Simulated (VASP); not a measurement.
## Si17O32 (a cell with a defect): single point with LDA

Crystal: Si17O32 (a cell with a defect).

```
Si O
1.0
    -9.01628    0.00000    0.00000
     0.00000  -10.25462    0.00000
     0.00000    0.00000    8.99270
Si O
17 32
Direct
  0.32448 0.62974 0.91022
  0.17476 0.63326 0.58814
  0.32436 0.36372 0.09042
  0.17582 0.36762 0.41312
  0.67403 0.62931 0.90910
  0.67473 0.36328 0.08928
  0.82338 0.63298 0.58690
  0.82387 0.36725 0.41199
  0.82922 0.13079 0.90811
  0.67154 0.13473 0.59206
  0.82264 0.86198 0.09155
  0.67022 0.86724 0.40876
  0.17012 0.13131 0.90915
  0.17633 0.86252 0.09264
  0.32817 0.13502 0.59304
  0.32794 0.86743 0.40988
  0.99898 0.64227 0.22092
  0.70296 0.49730 0.00066
  0.74035 0.37206 0.25468
  0.78884 0.49721 0.50520
  0.99995 0.35225 0.38582
  0.26025 0.37365 0.25633
  0.75975 0.62285 0.75351
  0.29576 0.49732 0.00109
  0.23736 0.62449 0.75530
  0.24371 0.24504 0.00634
  0.99971 0.16708 0.87327
  0.99901 0.65988 0.59584
  0.99953 0.81345 0.11070
  0.21000 0.49695 0.50783
  0.26654 0.75499 0.00205
  0.23488 0.24441 0.50666
  0.25545 0.75175 0.50438
  0.17270 0.99618 0.00099
  0.24164 0.89018 0.25478
  0.31767 0.99992 0.50374
  0.49895 0.83383 0.37423
  0.75581 0.88907 0.25316
  0.26054 0.11373 0.75679
  0.82679 0.99614 0.00080
  0.73998 0.11204 0.75521
  0.73337 0.75492 0.99933
  0.49919 0.64847 0.88074
  0.49994 0.17832 0.60651
  0.49952 0.33438 0.09820
  0.68127 0.00025 0.50150
  0.75421 0.24481 0.00372
  0.74297 0.75189 0.50363
  0.76475 0.24453 0.50629
```

```yaml
Program: VASP 6.6.1
Task: single point
Functional: LDA
Potentials_or_basis: VASP PAW LDA potentials, release 64 (Si, O)
Cutoff: 520 eV
k_mesh: 1 × 1 × 1
Occupations: fermi-dirac, width 0.02 eV
Spin: no spin polarisation
```

| Quantity | Value |
| --- | --- |
| Pressure | -1.5 GPa |
| Largest force | 0.064 eV/Å |
| Band gap on the k mesh | 0.04 eV |

Forces in eV/Å, atoms in the order of the input:
```
Si   0.027 -0.052 -0.011
Si  -0.029 -0.019  0.010
Si   0.019  0.019  0.048
Si  -0.046  0.005 -0.029
Si  -0.025 -0.050 -0.011
Si  -0.020  0.020  0.048
Si   0.027 -0.022  0.009
Si   0.047  0.001 -0.030
Si   0.036  0.003  0.006
Si  -0.018  0.003 -0.009
Si   0.008  0.052  0.028
Si  -0.020  0.016 -0.007
Si  -0.035  0.003  0.005
Si  -0.005  0.057  0.028
Si   0.020  0.003 -0.010
Si   0.015  0.013 -0.009
Si  -0.002  0.006  0.002
O   -0.007  0.006  0.003
O   -0.001  0.018 -0.002
O   -0.007 -0.001 -0.003
O   -0.001 -0.013 -0.022
O    0.003  0.018 -0.003
O   -0.002  0.007  0.008
O    0.007  0.006  0.001
O    0.000  0.006  0.004
O   -0.002 -0.005 -0.001
O    0.000 -0.013 -0.022
O   -0.001 -0.002 -0.012
O    0.002 -0.008  0.000
O    0.010 -0.003 -0.004
O   -0.009  0.000 -0.021
O    0.004  0.011  0.004
O    0.008  0.001  0.001
O    0.007 -0.020 -0.024
O    0.003 -0.007  0.023
O   -0.007 -0.010  0.011
O   -0.001 -0.001 -0.008
O   -0.003 -0.006  0.018
O    0.007 -0.008  0.009
O   -0.005 -0.017 -0.024
O   -0.005 -0.006  0.012
O    0.005 -0.003 -0.010
O    0.000  0.021 -0.006
O   -0.002 -0.013  0.002
O    0.001 -0.005 -0.021
O    0.004 -0.008  0.011
O   -0.001 -0.005  0.003
O   -0.005 -0.005  0.000
O   -0.004  0.010  0.006
```

Stress tensor (GPa, compression positive):
```
-1.45  0.00  0.02
 0.00 -1.44 -0.39
 0.02 -0.39 -1.56
```

Levels at points of the mesh, in eV from the valence-band top:
| k point | band 127 | band 128 | band 129 | band 130 | band 131 | band 132 | band 133 | band 134 |
| --- | --- | --- | --- | --- | --- | --- | --- | --- |
| (0.00, 0.00, 0.00) | -4.37 | -4.36 | -4.34 | 0.00 | 0.04 | 1.15 | 1.63 | 2.98 |

Run time: 2.7 min on 1 thread of Intel(R) Xeon(R) 6975P-C (Granite Rapids), with other jobs on the host, peak memory 0.52 GiB.

Caveat: the k points lie up to 0.70 Å⁻¹ apart.
